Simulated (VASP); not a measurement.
## TiAl: single point with LDA

TiAl:

```
CELL_PARAMETERS angstrom
3.03817 0.00000 0.00000
0.00000 3.29591 0.00000
0.00000 0.00000 3.12409
ATOMIC_POSITIONS crystal
Ti 0.00000 0.00000 0.00000
Al 0.50000 0.50000 0.50000
```

This cell differs from its parent crystal: normal strain along x -0.0275, normal strain along y +0.0550.

| Property | Result |
| --- | --- |
| Program | VASP 6.6.1 |
| Task | single point |
| Functional | LDA |
| Potentials or basis | VASP PAW LDA potentials, release 64 (Ti_sv, Al) |
| Cutoff | 520 eV |
| k mesh | 14 × 14 × 14 |
| Occupations | gaussian, width 0.15 eV |
| Spin | no spin polarisation |

```json
{
  "Pressure": "-2.7 GPa",
  "Band gap on the k mesh": "zero (an odd number of electrons rules out a gap without spin polarisation)"
}
```

Stress tensor (GPa, compression positive):
```
-4.43  0.00  0.00
 0.00  0.85  0.00
 0.00  0.00 -4.66
```

Levels at points of the mesh, in eV from the Fermi level:
```csv
k point,band 6,band 7,band 8,band 9,band 10,band 11
"(0.00, 0.00, 0.00)",-1.54,-1.35,1.69,1.85,2.09,3.41
"(0.50, 0.00, 0.00)",-5.07,-0.44,-0.33,0.28,1.97,3.57
"(0.00, 0.50, 0.00)",-5.24,-0.63,0.24,0.57,2.23,2.62
"(0.50, 0.50, 0.00)",-2.24,-1.76,-1.43,0.71,0.89,2.74
"(0.00, 0.00, 0.50)",-5.14,-0.53,-0.36,0.59,2.08,3.25
"(0.50, 0.00, 0.50)",-1.83,-1.66,-1.32,0.35,0.43,3.09
"(0.00, 0.50, 0.50)",-2.30,-2.00,-1.50,0.97,1.08,2.66
"(0.50, 0.50, 0.50)",-3.10,-3.10,0.80,2.75,2.93,3.14
```

Wall time 4.5 min on 1 thread of Intel(R) Xeon(R) Platinum 8375C CPU @ 2.90GHz (Ice Lake) (shared host), peak memory 0.32 GiB.

Caveat: the cell differs from its parent crystal (normal strain along x -0.0275, normal strain along y +0.0550); the stress differs along the axes, from -5 to 1 GPa.
